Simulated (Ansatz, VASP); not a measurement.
## RbCl: VASP beside Ansatz

```
Rb Cl
1.0
     0.00000    3.34814    3.34814
     3.34814    0.00000    3.34814
     3.34814    3.34814    0.00000
Rb Cl
1 1
Direct
  0.00000 0.00000 0.00000
  0.50000 0.50000 0.50000
```

Alike in both runs: task single point; functional PBE; k mesh 6 × 6 × 6; no spin polarisation.

|  | VASP | Ansatz |
| --- | --- | --- |
| version | VASP 6.6.1 | Ansatz 0.2.0 |
| potentials or method | VASP PAW PBE potentials, release 64 (Rb_sv, Cl) | plane waves, PAW |
| plane-wave cutoff (eV) | 500 | 420 |
| occupations | gaussian, width 0.01 eV | fixed |
| valence electrons in the cell | 16 | 16 |

```csv
,VASP,Ansatz,Ansatz less VASP
gap on the k mesh at the Fermi level (eV),4.84,4.84,+0.003
pressure (GPa),0.0,0.0,+0.01
```
